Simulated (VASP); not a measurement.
# PbSe (Fm-3m) in VASP: notebook

The runs below take PbSe through single point, with PBE, r2SCAN.

All numbers are computed with VASP 6.6.1; they aren't measurements. Logs are shortened: lines on timing, memory, paths and dates and some standing lists are left out, and cuts for length are marked.

### 1 The cell of the first run

Symmetry: Fm-3m, No. 225, cubic system. The conventional cell has a = 6.139 Å, b = 6.139 Å, c = 6.139 Å, α = 90.00°, β = 90.00°, γ = 90.00°. Pb (site symmetry m-3m) has 6 Se at 3.07 Å within 4.0 Å. Within 4.0 Å of Se (site symmetry m-3m) lie 6 Pb at 3.07 Å.

### 2 Single point, PBE

INCAR reads:

```
SYSTEM = PbSe
PREC = Accurate
ENCUT = 500
EDIFF = 1E-6
ISMEAR = 0
SIGMA = 0.01
LREAL = .FALSE.
LASPH = .TRUE.
NELM = 120
ALGO = Normal
ISIF = 2
LWAVE = .FALSE.
LCHARG = .TRUE.
GGA = PE
LELF = .TRUE.
LVHAR = .TRUE.
NBANDS = 17
GGA_COMPAT = .FALSE.
```

KPOINTS reads:

```
regular mesh
0
G
  6 6 6
  0 0 0
```

POSCAR reads:

```
PbSe
1.0
    0.0000000000      3.0696893645      3.0696893645
    3.0696893645      0.0000000000      3.0696893645
    3.0696893645      3.0696893645      0.0000000000
Pb Se
1 1
Direct
    0.0000000000      0.0000000000      0.0000000000
    0.5000000000      0.5000000000      0.5000000000
```

Potentials or basis: VASP PAW PBE potentials, release 64 (Pb_d, Se).

On the command line:

```bash
$ cat potpaw_PBE.64/Pb_d/POTCAR potpaw_PBE.64/Se/POTCAR > POTCAR
$ mpirun -np 1 vasp_std > vasp.out
```

OUTCAR:

```text
SYSTEM = PbSe
   PREC = Accurate
   ENCUT = 500
   EDIFF = 1E-6
   ISMEAR = 0
   LREAL = .FALSE.
   LASPH = .TRUE.
   NELM = 120
   ISIF = 2
   GGA = PE

 ion  position               nearest neighbor table
   1  0.000  0.000  0.000-   2 3.07   2 3.07   2 3.07   2 3.07   2 3.07   2 3.07
   2  0.500  0.500  0.500-   1 3.07   1 3.07   1 3.07   1 3.07   1 3.07   1 3.07

  LATTYP: Found a face centered cubic cell.
 ALAT       =     6.1393787290

  Lattice vectors:

 A1 = (   0.0000000000,   3.0696893645,   3.0696893645)
 A2 = (   3.0696893645,   0.0000000000,   3.0696893645)
 A3 = (   3.0696893645,   3.0696893645,   0.0000000000)

Analysis of symmetry for initial positions (statically):
=====================================================================
 Subroutine PRICEL returns:
 Original cell was already a primitive cell.

 Routine SETGRP: Setting up the symmetry group for a
 face centered cubic supercell.

 Subroutine GETGRP returns: Found 48 space group operations
 (whereof 48 operations were pure point group operations)
 out of a pool of 48 trial point group operations.

The static configuration has the point symmetry O_h .

Analysis of symmetry for dynamics (positions and initial velocities):
=====================================================================
 Subroutine PRICEL returns:
 Original cell was already a primitive cell.

 Routine SETGRP: Setting up the symmetry group for a
 face centered cubic supercell.

 Subroutine GETGRP returns: Found 48 space group operations
 (whereof 48 operations were pure point group operations)
 out of a pool of 48 trial point group operations.

The dynamic configuration has the point symmetry O_h .

 Subroutine INISYM returns: Found 48 space group operations
 (whereof 48 operations are pure point group operations),
 and found     1 'primitive' translations

----------------------------------------------------------------------------------------

                                     Primitive cell

  volume of cell :      57.8513

  direct lattice vectors                    reciprocal lattice vectors
     0.000000000  3.069689364  3.069689364    -0.162882931  0.162882931  0.162882931
     3.069689364  0.000000000  3.069689364     0.162882931 -0.162882931  0.162882931
     3.069689364  3.069689364  0.000000000     0.162882931  0.162882931 -0.162882931

  length of vectors
     4.341196332  4.341196332  4.341196332     0.282121512  0.282121512  0.282121512

  position of ions in fractional coordinates (direct lattice)
     0.000000000  0.000000000  0.000000000
     0.500000000  0.500000000  0.500000000

  ion indices of the primitive-cell ions
   primitive index   ion index
                 1           1
                 2           2

----------------------------------------------------------------------------------------

 KPOINTS: regular mesh

Automatic generation of k-mesh.
 Grid dimensions read from file:
 generate k-points for:    6    6    6

 Generating k-lattice:

  Cartesian coordinates                     Fractional coordinates (reciprocal lattice)
    -0.027147155  0.027147155  0.027147155     0.166666667  0.000000000  0.000000000
     0.027147155 -0.027147155  0.027147155     0.000000000  0.166666667  0.000000000
     0.027147155  0.027147155 -0.027147155     0.000000000  0.000000000  0.166666667

  Length of vectors
     0.047020252  0.047020252  0.047020252

  Shift w.r.t. Gamma in fractional coordinates (k-lattice)
     0.000000000  0.000000000  0.000000000

 Subroutine IBZKPT returns following result:
 ===========================================

 Found     16 irreducible k-points:

 Following reciprocal coordinates:
            Coordinates               Weight
  0.000000  0.000000  0.000000      1.000000
  0.166667  0.000000  0.000000      8.000000
  0.333333  0.000000  0.000000      8.000000
  0.500000  0.000000  0.000000      4.000000
  0.166667  0.166667  0.000000      6.000000
  0.333333  0.166667  0.000000     24.000000
[... 8 lines left out ...]
 -0.333333  0.333333  0.166667     24.000000
 -0.333333  0.500000  0.166667     12.000000
   k-points           NKPTS =     16   k-points in BZ     NKDIM =     16   number of bands    NBANDS=     17
   number of dos      NEDOS =    301   number of ions     NIONS =      2
   total plane-waves  NPLWV =  32768
   dimension x,y,z NGX =    32 NGY =   32 NGZ =   32
   dimension x,y,z NGXF=    64 NGYF=   64 NGZF=   64
   ions per type =               1   1
   NGX,Y,Z   is equivalent  to a cutoff of  12.25, 12.25, 12.25 a.u.
   NGXF,Y,Z  is equivalent  to a cutoff of  24.51, 24.51, 24.51 a.u.
 SYSTEM =  PbSe
   PREC   = accura    normal or accurate (medium, high low for compatibility)
   ISTART =      0    job   : 0-new  1-cont  2-samecut
   ICHARG =      2    charge: 1-file 2-atom 10-const
   ISPIN  =      1    spin polarized calculation?
   LNONCOLLINEAR =      F non collinear calculations
   LSORBIT =      F    spin-orbit coupling
   LASPH  =      T    aspherical Exc in radial PAW
   ENCUT  =  500.0 eV  36.75 Ry    6.06 a.u.   7.92  7.92  7.92*2*pi/ulx,y,z
   NELM   =    120;   NELMIN=  2; NELMDL= -5     # of ELM steps
   EDIFF  = 0.1E-05   stopping-criterion for ELM
   LREAL  =      F    real-space projection
   EDIFFG = 0.1E-04   stopping-criterion for IOM
   NSW    =      0    number of steps for IOM
   IBRION =     -1    ionic relax: 0-MD 1-quasi-New 2-CG
   NFREE  =      0    steps in history (QN), initial steepest desc. (CG)
   ISIF   =      2    stress and relaxation
   ISYM   =      2    0-nonsym 1-usesym 2-fastsym
   POTIM  = 0.5000    time-step for ionic-motion
   TEBEG  =    0.0;   TEEND  =   0.0 temperature during run
   PSTRESS=    0.0 pullay stress
   NELECT =      20.0000    total number of electrons
   NUPDOWN=      -1.0000    fix difference up-down
   EMIN   =  10.00;   EMAX   =-10.00  energy-range for DOS
   EFERMI =   0.00;   METHOD = LEGACY
   ISMEAR =     0;   SIGMA  =   0.01  broadening in eV -4-tet -1-fermi 0-gaus
   EFERMI_NEDOS =   21; number of points for ismear=-14 and -15
   IALGO  =     38    algorithm
   IMIX   =      4    mixing-type and parameters
     AMIX     =   0.40;   BMIX     =  1.00
     AMIX_MAG =   1.60;   BMIX_MAG =  1.00
  volume/ion in A,a.u.               =      28.93       195.20
  Fermi-wavevector in a.u.,A,eV,Ry     =   1.148983  2.171264 17.961904  1.320163
  Thomas-Fermi vector in A             =   2.285655
   LORBIT       =      0    0 simple, 1 ext, 2 COOP (PROOUT), +10 PAW based schemes
   GGA     = PE    functional components
   LHFCALC =     F    Hartree Fock is set to
   AEXX    =    0.0000 exact exchange contribution
   IVDW    =     0    specifies the selected vdW correction
   LEPSILON=     F    determine dielectric tensor
   LRPA    =     F    only Hartree local field effects (RPA)
 non-spin polarized calculation
 Gauss-broadening in eV      SIGMA  =   0.01
  energy-cutoff  :      500.00
  volume of cell :       57.85
 maximum number of plane-waves:      1484
   NGX = 15   NGY = 15   NGZ = 15

 number of electron      19.9999997 magnetization

 Free energy of the ion-electron system (eV)
  ---------------------------------------------------
  ext. energy  EPLUGINS =         0.00000000
  ---------------------------------------------------
  free energy    TOTEN  =        -8.18818136 eV

  energy without entropy =       -8.18818136  energy(sigma->0) =       -8.18818136

 E-fermi :   5.0130     XC(G=0):  -9.4905

 val. band max:        4.9508151852   @ k =   0.5000   0.0000   0.0000
 cond. band min:       5.2725728821   @ k =   0.5000   0.0000   0.0000
 fundamental gap:      0.3217576969
 Fermi energy:         5.0130059452

 k-point     1 :       0.0000    0.0000    0.0000
  band No.  band energies     occupation
      1     -11.8623      2.00000
      2     -11.8623      2.00000
      3     -11.8623      2.00000
      4     -11.8580      2.00000
      5     -11.8580      2.00000
      6      -8.5624      2.00000
[... 9 lines left out ...]
     16      11.4941      0.00000
     17      13.1588      0.00000

 k-point     2 :       0.1667    0.0000    0.0000
  band No.  band energies     occupation
      1     -11.8648      2.00000
      2     -11.8648      2.00000
      3     -11.8614      2.00000
      4     -11.8534      2.00000
      5     -11.8534      2.00000
      6      -8.3587      2.00000
[... 9 lines left out ...]
     16      12.0677      0.00000
     17      14.8321      0.00000

 k-point     3 :       0.3333    0.0000    0.0000
  band No.  band energies     occupation
      1     -11.8763      2.00000
      2     -11.8763      2.00000
      3     -11.8598      2.00000
      4     -11.8377      2.00000
      5     -11.8377      2.00000
      6      -7.8547      2.00000
[... 9 lines left out ...]
     16      13.5135      0.00000
     17      16.7340      0.00000

 k-point     4 :       0.5000    0.0000    0.0000
  band No.  band energies     occupation
      1     -11.8821      2.00000
      2     -11.8821      2.00000
      3     -11.8593      2.00000
      4     -11.8298      2.00000
      5     -11.8298      2.00000
      6      -7.5178      2.00000
[... 9 lines left out ...]
     16      15.1179      0.00000
     17      15.1179      0.00000
[... 183 lines left out ...]
      1     -11.9200      2.00000
      2     -11.8626      2.00000
      3     -11.8611      2.00000
      4     -11.8350      2.00000
      5     -11.8309      2.00000
      6      -7.4696      2.00000
[... 9 lines left out ...]
     16      15.2033      0.00000
     17      15.5298      0.00000

 k-point    15 :      -0.3333    0.3333    0.1667
  band No.  band energies     occupation
      1     -11.9286      2.00000
      2     -11.8645      2.00000
      3     -11.8496      2.00000
      4     -11.8466      2.00000
      5     -11.8245      2.00000
      6      -7.2333      2.00000
[... 9 lines left out ...]
     16      16.3318      0.00000
     17      16.3862      0.00000

 k-point    16 :      -0.3333    0.5000    0.1667
  band No.  band energies     occupation
      1     -11.9551      2.00000
      2     -11.8652      2.00000
      3     -11.8524      2.00000
      4     -11.8350      2.00000
      5     -11.8192      2.00000
      6      -7.1393      2.00000
[... 9 lines left out ...]
     16      16.5879      0.00000
     17      17.6115      0.00000

------------------------ aborting loop because EDIFF is reached ----------------------------------------

  FORCE on cell =-STRESS in cart. coord.  units (eV):
  Direction    XX          YY          ZZ          XY          YZ          ZX
  --------------------------------------------------------------------------------------
  -------------------------------------------------------------------------------------
  Total        0.6751212      0.6751212      0.6751212      0.0000000      0.0000000     -0.0000000
  in kB       18.6973073     18.6973073     18.6973073      0.0000000      0.0000000     -0.0000000
  external PRESSURE =      18.6973073 kB  Pullay stress =       0.0000000 kB

 VOLUME and BASIS-vectors are now :
 -----------------------------------------------------------------------------
  energy-cutoff  :      500.00
  volume of cell :       57.85
      direct lattice vectors                 reciprocal lattice vectors
     0.000000000  3.069689364  3.069689364    -0.162882931  0.162882931  0.162882931
     3.069689364  0.000000000  3.069689364     0.162882931 -0.162882931  0.162882931
     3.069689364  3.069689364  0.000000000     0.162882931  0.162882931 -0.162882931

 POSITION                                       TOTAL-FORCE (eV/Angst)
 -----------------------------------------------------------------------------------
      0.00000      0.00000      0.00000         0.000000     -0.000000     -0.000000
      3.06969      3.06969      3.06969         0.000000      0.000000      0.000000
 -----------------------------------------------------------------------------------
    total drift:                                0.000000     -0.000000     -0.000000

  FREE ENERGIE OF THE ION-ELECTRON SYSTEM (eV)
  ---------------------------------------------------
  free  energy   TOTEN  =        -8.1881813589 eV

  energy  without entropy=       -8.1881813589  energy(sigma->0) =       -8.18818136
```

It took 30 s on 1 thread of Intel Xeon 8259CL, shared host; peak memory 0.15 GiB.

Results:

- Free energy: -8.1882 eV
- Pressure: 1.9 GPa
- Band gap on the k mesh: 0.32 eV

Caveat: spin-orbit coupling is left out, which moves the levels of the heavy elements. A k mesh can miss the band edges.

### 3 Single point, PBE

INCAR reads:

```
ALGO = Normal
EDIFF = 1E-6
ENCUT = 500
GGA = PE
GGA_COMPAT = False
ISIF = 2
ISMEAR = 0
LASPH = True
LCHARG = True
LELF = True
LREAL = False
LVHAR = True
LWAVE = False
NBANDS = 17
NELM = 120
PREC = Accurate
SIGMA = 0.01
```

KPOINTS reads:

```
k-points
0
Gamma
  6 6 6
```

POSCAR is that of step 2.

Potentials or basis: VASP PAW PBE potentials, release 64 (Pb_d, Se).

On the command line:

```bash
$ cat potpaw_PBE.64/Pb_d/POTCAR potpaw_PBE.64/Se/POTCAR > POTCAR
$ mpirun -np 1 vasp_std > vasp.out
```

Run time: 31 s. Hardware: 1 thread of Intel Xeon 8259CL, shared host; peak memory 0.15 GiB.

The run converged. Its results:

```yaml
Free_energy: -8.1882 eV
Pressure: 1.9 GPa
Band_gap_on_the_k_mesh: 0.32 eV
```

Levels at points of the mesh, in eV from the valence-band top:
```
           k point  band 7  band 8  band 9  band 10  band 11  band 12  band 13  band 14
(0.00, 0.00, 0.00)   -6.31   -1.83   -1.83    -1.83     4.70     4.70     4.70     6.54
(0.50, 0.00, 0.00)   -8.75   -1.43   -1.43     0.00     0.32     1.73     1.73     8.55
(0.50, 0.50, 0.00)   -7.36   -4.90   -3.17    -3.17     3.74     5.59     5.59     6.02
```

Caveat: spin-orbit coupling is left out, which moves the levels of the heavy elements. A k mesh can miss the band edges.

### 4 Single point, r2SCAN

POSCAR is that of step 3.

INCAR.step1 reads:

```
PREC = Accurate ; ENCUT = 550
ISMEAR = 0 ; SIGMA = 0.01
LREAL = F ; LASPH = T
NELM = 120 ; NBANDS = 17
GGA = PE ; ALGO = Normal
EDIFF = 1E-5 ; LWAVE = T
LCHARG = F ; GGA_COMPAT = F
```

INCAR.step2 reads:

```
PREC = Accurate ; ENCUT = 550
EDIFF = 1E-6 ; ISMEAR = 0
SIGMA = 0.01 ; LREAL = F
LASPH = T ; NELM = 120
ALGO = Normal ; ISIF = 2
LWAVE = F ; LCHARG = F
METAGGA = R2SCAN ; LMIXTAU = T
NBANDS = 17 ; ISTART = 1
GGA_COMPAT = F
```

KPOINTS reads:

```
Automatic mesh
0
Gamma
  6 6 6
```

On the command line:

```bash
$ cat potpaw_PBE.64/Pb_d/POTCAR potpaw_PBE.64/Se/POTCAR > POTCAR
$ cp INCAR.step1 INCAR
$ mpirun -np 1 vasp_std > vasp.out
$ cp INCAR.step2 INCAR
$ mpirun -np 1 vasp_std > vasp.out
```

Run time: 3.2 min. Hardware: 1 thread of Intel Xeon 8259CL, shared host; peak memory 0.18 GiB.

The run converged. Its results:

```
Free energy            : -71.9377 eV
Pressure               : 1.0 GPa
Band gap on the k mesh : 0.61 eV
```

Levels at points of the mesh, in eV from the valence-band top:
```csv
k point,band 7,band 8,band 9,band 10,band 11,band 12,band 13,band 14
"(0.00, 0.00, 0.00)",-6.36,-1.98,-1.98,-1.98,5.03,5.03,5.03,6.98
"(0.50, 0.00, 0.00)",-9.01,-1.57,-1.57,0.00,0.61,1.94,1.94,9.08
"(0.50, 0.50, 0.00)",-7.53,-5.07,-3.33,-3.33,4.06,5.96,5.96,6.44
```

Caveat: the PAW data sets were made with another functional, which shifts forces and pressure a little; spin-orbit coupling is left out, which moves the levels of the heavy elements. A k mesh can miss the band edges.
